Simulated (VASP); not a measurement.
Here is a VASP 6.6.1 calculation.

INCAR

```
SYSTEM = SiO
PREC = Accurate
ENCUT = 520
EDIFF = 1E-6
ISMEAR = 0
SIGMA = 0.1
LREAL = .FALSE.
LASPH = .TRUE.
NELM = 150
ALGO = Normal
ISIF = 2
LWAVE = .FALSE.
LCHARG = .TRUE.
ISPIN = 2
MAGMOM = 0 1
LORBIT = 11
GGA = PE
LELF = .TRUE.
LVHAR = .TRUE.
NBANDS = 16
```

Contents of KPOINTS:

```
regular mesh
0
G
  6 6 6
  0 0 0
```

Contents of POSCAR:

```
SiO
1.0
    2.8153741764      0.0000000000      0.0000000000
    0.0000000000      2.8153741764      0.0000000000
    0.0000000000      0.0000000000      2.8153741764
Si O
1 1
Direct
    0.0000000000      0.0000000000      0.0000000000
    0.5000000000      0.5000000000      0.5000000000
```

Potentials or basis: VASP PAW PBE potentials, release 64 (Si, O).

Command:

```bash
$ cat potpaw_PBE.64/Si/POTCAR potpaw_PBE.64/O/POTCAR > POTCAR
$ mpirun -np 1 vasp_std > vasp.out
```

Task: Estimate the band gap on the k mesh.

Result: Zero (filled and empty bands overlap).

Task: Estimate the net moment.

Result: 0.00 μB per cell.
